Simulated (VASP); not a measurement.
# Ti3H in VASP: further runs, part 3 of 3

VASP 6.6.1. Earlier steps stand in the parts before.

## Step 6: Single point, PBE

INCAR reads:

```
SYSTEM = Ti3H
ALGO = Normal ; DIPOL = 0.5 0.5 0.343
EDIFF = 1E-7 ; ENCUT = 520
GGA = PE ; IDIPOL = 3
ISIF = 2 ; ISMEAR = 0
LASPH = .True. ; LCHARG = .False.
LDIPOL = .True. ; LREAL = .False.
LWAVE = .False. ; NBANDS = 47
NELM = 80 ; PREC = Accurate
SIGMA = 0.1
```

KPOINTS reads:

```
k-points
0
Gamma
  6 6 1
  0 0 0
```

POSCAR reads:

```
Ti3H
1.0
    4.6037402164      0.0000000000      0.0000000000
   -2.3018701082      3.9869559799      0.0000000000
    0.0000000000      0.0000000000     22.4968206792
Ti H
6 2
Direct
    0.6666666667      0.3333333333      0.1778029019
    0.3333333333      0.6666666667      0.2195747837
    0.0000000000      0.0000000000      0.2613466656
    0.6666666667      0.3333333333      0.2980472718
    0.3333333333      0.6666666667      0.3304570052
    0.0000000000      0.0000000000      0.3776898434
    0.4294052260      1.0000000000      0.5377124551
    0.5705947740      1.0000000000      0.5377124551
```

Potentials or basis: VASP PAW PBE potentials, release 64 (Ti_sv, H).

Started as:

```bash
> cat potpaw_PBE.64/Ti_sv/POTCAR potpaw_PBE.64/H/POTCAR > POTCAR
> mpirun -np 1 vasp_std > vasp.out
```

OUTCAR:

```text
SYSTEM = Ti3H
   EDIFF = 1E-7
   ENCUT = 520
   GGA = PE
   ISIF = 2
   ISMEAR = 0
   LASPH = .True.
   LREAL = .False.
   NELM = 80
   PREC = Accurate

 ion  position               nearest neighbor table
   1  0.667  0.333  0.178-   4 2.71   2 2.82   2 2.82   2 2.82
   2  0.333  0.667  0.220-   5 2.49   1 2.82   1 2.82   3 2.82   1 2.82   3 2.82   3 2.82
   3  0.000  0.000  0.261-   6 2.62   4 2.78   4 2.78   4 2.78   2 2.82   2 2.82   2 2.82
   4  0.667  0.333  0.298-   1 2.71   5 2.76   5 2.76   5 2.76   3 2.78   3 2.78   3 2.78
   5  0.333  0.667  0.330-   2 2.49   4 2.76   4 2.76   4 2.76   6 2.86   6 2.86   6 2.86
   6  0.000  0.000  0.378-   3 2.62   5 2.86   5 2.86   5 2.86
   7  0.429  0.000  0.538-   8 0.65
   8  0.571  0.000  0.538-   7 0.65

  LATTYP: Found a hexagonal cell.
 ALAT       =     4.6037402164
 C/A-ratio  =     4.8866399105

  Lattice vectors:

 A1 = (   4.6037402164,   0.0000000000,   0.0000000000)
 A2 = (  -2.3018701082,   3.9869559799,   0.0000000000)
 A3 = (   0.0000000000,   0.0000000000,  22.4968206792)

Analysis of symmetry for initial positions (statically):
=====================================================================
 Subroutine PRICEL returns:
 Original cell was already a primitive cell.

 Routine SETGRP: Setting up the symmetry group for a
 hexagonal supercell.

 Subroutine GETGRP returns: Found  2 space group operations
 (whereof  2 operations were pure point group operations)
 out of a pool of 24 trial point group operations.

The static configuration has the point symmetry C_1h.

Analysis of symmetry for dynamics (positions and initial velocities):
=====================================================================
 Subroutine PRICEL returns:
 Original cell was already a primitive cell.

 Routine SETGRP: Setting up the symmetry group for a
 hexagonal supercell.

 Subroutine GETGRP returns: Found  2 space group operations
 (whereof  2 operations were pure point group operations)
[... 133 lines left out ...]
 non-spin polarized calculation
 Gauss-broadening in eV      SIGMA  =   0.10
  energy-cutoff  :      520.00
  volume of cell :      412.93
 maximum number of plane-waves:     11163
 NGX is ok and might be reduce to    36
   NGX = 17   NGY = 17   NGZ = 83

 dipolmoment           0.000000      0.000000      0.116813 electrons x Angstroem

 number of electron      73.9999982 magnetization

 dipolmoment           0.000000      0.000000     -0.016346 electrons x Angstroem

 Free energy of the ion-electron system (eV)
  ---------------------------------------------------
  ext. energy  EPLUGINS =         0.00000000
  ---------------------------------------------------
  free energy    TOTEN  =       -48.30418282 eV

  energy without entropy =      -48.23690808  energy(sigma->0) =      -48.27054545

 E-fermi :  -0.2933     XC(G=0):  -4.2135

 val. band max:       -0.3153893815   @ k =   0.3333   0.3333   0.0000
 cond. band min:      -0.2886467411   @ k =   0.3333   0.3333   0.0000
 fundamental gap:      0.0267426403
 Fermi energy:        -0.2932663044

 k-point     1 :       0.0000    0.0000    0.0000
  band No.  band energies     occupation
      1     -57.3579      2.00000
      2     -57.3414      2.00000
      3     -56.7716      2.00000
      4     -56.6540      2.00000
      5     -56.5934      2.00000
      6     -56.5011      2.00000
[... 639 lines left out ...]
     46       1.0403      0.00000
     47       1.1493      0.00000

------------------------ aborting loop because EDIFF is reached ----------------------------------------

 vacuum level on the upper side and lower side of the slab       (xc-potential included)        -0.135        -0.014

  FORCE on cell =-STRESS in cart. coord.  units (eV):
  Direction    XX          YY          ZZ          XY          YZ          ZX
  --------------------------------------------------------------------------------------
  -------------------------------------------------------------------------------------
  Total       -0.7796922     -3.9310246     -0.7656800      0.0000000      0.0048608      0.0000000
  in kB       -3.0252436    -15.2525672     -2.9708757      0.0000000      0.0188602      0.0000000
  external PRESSURE =      -7.0828955 kB  Pullay stress =       0.0000000 kB

 VOLUME and BASIS-vectors are now :
 -----------------------------------------------------------------------------
  energy-cutoff  :      520.00
  volume of cell :      412.93
      direct lattice vectors                 reciprocal lattice vectors
     4.603740216  0.000000000  0.000000000     0.217214689  0.125408959  0.000000000
    -2.301870108  3.986955980  0.000000000     0.000000000  0.250817918  0.000000000
     0.000000000  0.000000000 22.496820679     0.000000000  0.000000000  0.044450725

 POSITION                                       TOTAL-FORCE (eV/Angst)
 -----------------------------------------------------------------------------------
      2.30187      1.32899      4.00000         0.000000      0.001607      0.137354
     -0.00000      2.65797      4.93973         0.000000     -0.003227      0.489395
      0.00000      0.00000      5.87947        -0.000000     -0.000413     -0.583841
      2.30187      1.32899      6.70512         0.000000      0.002059     -0.035631
     -0.00000      2.65797      7.43423         0.000000      0.000316      0.004218
      0.00000      0.00000      8.49682        -0.000000     -0.001332     -0.030179
      1.97687      0.00000     12.09682        -4.876294      0.000495      0.009342
      2.62687      0.00000     12.09682         4.876294      0.000495      0.009342
 -----------------------------------------------------------------------------------
    total drift:                               -0.000000     -0.000018     -0.000057

  FREE ENERGIE OF THE ION-ELECTRON SYSTEM (eV)
  ---------------------------------------------------
  free  energy   TOTEN  =       -48.3041828181 eV

  energy  without entropy=      -48.2369080808  energy(sigma->0) =      -48.27054545

 vacuum level on the upper side and lower side of the slab         2.917         3.045
```

OSZICAR:

```text
N       E                     dE             d eps       ncg     rms          rms(c)
DAV:   1     0.817924974487E+03    0.81792E+03   -0.39567E+04  1582   0.146E+03
DAV:   2     0.599312176584E+02   -0.75799E+03   -0.74194E+03  1300   0.468E+02
DAV:   3    -0.395750589518E+02   -0.99506E+02   -0.97850E+02  2020   0.148E+02
[... 28 lines left out ...]
DAV:  32    -0.483041810291E+02   -0.18489E-05   -0.85660E-08  1006   0.138E-03    0.875E-04
DAV:  33    -0.483041821569E+02   -0.11278E-05   -0.64906E-08   918   0.113E-03    0.626E-04
DAV:  34    -0.483041824353E+02   -0.27839E-06   -0.25375E-08   863   0.976E-04    0.441E-04
DAV:  35    -0.483041827490E+02   -0.31378E-06   -0.39063E-08   863   0.105E-03    0.256E-04
DAV:  36    -0.483041828181E+02   -0.69032E-07   -0.94564E-09   863   0.603E-04
   1 F= -.48304183E+02 E0= -.48270545E+02  d E =-.672747E-01
```

stdout:

```text
POSCAR found type information on POSCAR TiH
 POSCAR found :  2 types and       8 ions
 scaLAPACK will be used
 LDA part: xc-table for (Slater+PW92), standard interpolation
 POSCAR, INCAR and KPOINTS ok, starting setup
 FFT: planning ... GRIDC
 FFT: planning ... GRID_SOFT
 FFT: planning ... GRID
 WAVECAR not read
 entering main loop
```

It took 13 min on 1 thread of AMD EPYC 7R13, shared host; peak memory 0.57 GiB.

What came out:

```
Free energy            : -48.3042 eV
Largest force          : 4.876 eV/Å
Band gap on the k mesh : zero (bands 37 and 38 overlap by 0.25 eV)
```

Forces on the atoms (eV/Å):
```
Ti   0.000  0.002  0.137
Ti   0.000 -0.003  0.489
Ti   0.000  0.000 -0.584
Ti   0.000  0.002 -0.036
Ti   0.000  0.000  0.004
Ti   0.000 -0.001 -0.030
H   -4.876  0.000  0.009
H    4.876  0.000  0.009
```

Levels at points of the mesh, in eV from the Fermi level:
```
           k point  band 35  band 36  band 37  band 38  band 39  band 40
(0.00, 0.00, 0.00)    -0.45    -0.16    -0.16    -0.13     0.04     0.04
(0.50, 0.00, 0.00)    -0.31    -0.26    -0.11     0.05     0.10     0.41
(0.00, 0.50, 0.00)    -0.32    -0.27    -0.11     0.05     0.09     0.41
```

## Step 7: Overview

| cell | gap on the mesh (eV) | largest force (eV/Å) |
| --- | --- | --- |
| as given, atomic positions A | none | 7.25 |
| as given, atomic positions B | none | 5.69 |
| as given, atomic positions C | none | 5.08 |
| as given, atomic positions D | none | 4.88 |
| as given, atomic positions E | none | 4.88 |

Alike in all rows: task single point; level PBE; potentials or basis VASP PAW PBE potentials, release 64 (Ti_sv, H); no spin polarisation; k mesh 6 × 6 × 1; cutoff (eV) 520; smearing gaussian 0.1 eV.

Absolute energies hang on the potentials; compare differences alone.

The gap in the log of VASP goes by the Fermi energy; the results here count the filled bands.